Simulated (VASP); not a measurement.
Write the native input for VASP 6.6.1 that does the following.

```
Task                   : single point
Functional             : LDA
Potentials or basis    : VASP PAW LDA potentials, release 64 (Ti_sv, Mg, F)
Cutoff                 : 520 eV
k mesh                 : 10 × 10 × 7
Occupations            : methfessel-paxton, width 0.1 eV
Spin                   : no spin polarisation
Dipole correction      : no
Further INCAR settings : ALGO = Normal; EDIFF = 1e-07; NBANDS = 30
```

The structure of MgTiF4 lies in POSCAR:

```
MgTiF4
1.0
    3.6030380000      0.0000000000      0.0000000000
    0.0000000000      3.6030380000      0.0000000000
    0.0000000000      0.0000000000      5.1133740000
Ti Mg F
1 1 4
Direct
    0.4970620000      0.4972050000     -0.0039990000
   -0.0111790000      0.0019740000      0.4973870000
    0.0123330000      0.4962940000      0.2574930000
   -0.0018480000      0.5016820000      0.7475140000
    0.5051940000     -0.0005870000      0.7467130000
    0.4855740000     -0.0006890000      0.2526820000
```

The input as run:

INCAR

```
  PREC = Accurate
  ENCUT = 520
  EDIFF = 1E-7
  ISMEAR = 1
  SIGMA = 0.1
  LREAL = False
  LASPH = True
  NELM = 80
  ALGO = Normal
  ISIF = 2
  LWAVE = False
  LCHARG = False
  GGA = CA
  NBANDS = 30
```

KPOINTS

```
Automatic mesh
0
Gamma
  10 10 7
```

Potentials or basis: VASP PAW LDA potentials, release 64 (Ti_sv, Mg, F).

Command:

```bash
$ cat potpaw_LDA.64/Ti_sv/POTCAR potpaw_LDA.64/Mg/POTCAR potpaw_LDA.64/F/POTCAR > POTCAR
$ mpirun -np 1 vasp_std > vasp.out
```

Results of the run:

```json
{
  "Pressure": "-12.9 GPa",
  "Largest force": "0.497 eV/Å",
  "Band gap on the k mesh": "zero (bands 21 and 22 overlap by 0.27 eV)"
}
```

Caveat: the cell stands under tension; semilocal functionals often make such compounds metallic where correlation or magnetic order opens a gap, which also shifts bond lengths.

It took 5.1 min on 1 thread of Intel(R) Xeon(R) 6975P-C (Granite Rapids), with other jobs on the host, peak memory 0.65 GiB.
